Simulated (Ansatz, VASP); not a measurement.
# Pd in VASP and in Ansatz

```
Pd
1.0
    -1.56875    1.56875    1.56875
     1.56875   -1.56875    1.56875
     1.56875    1.56875   -1.56875
Pd
1
Direct
  0.00000 0.00000 0.00000
```

Alike in both runs: functional PBE; k mesh 18 × 18 × 18; occupations fermi-dirac, width 0.05 eV; no spin polarisation.

Ansatz relaxed the structure, and its values are those at the end. VASP's run is a single point on that final structure, the one shown.

```csv
,VASP,Ansatz
version,VASP 6.6.1,Ansatz 0.2.0
potentials or method,"VASP PAW PBE potentials, release 64 (Pd)","PAW with Ansatz's default frozen-core files, scalar-relativistic"
plane-wave cutoff (eV),520,420
valence electrons in the cell,10,18
```

|  | VASP | Ansatz | Ansatz less VASP |
| --- | --- | --- | --- |
| pressure (GPa) | -0.3 | 0.0 | +0.31 |

With one functional, cell and mesh, what is left measures potentials, basis and numerics. VASP's potentials hold 10 valence electrons a cell and Ansatz's 18, so a difference there can come from the potentials and not from the codes.
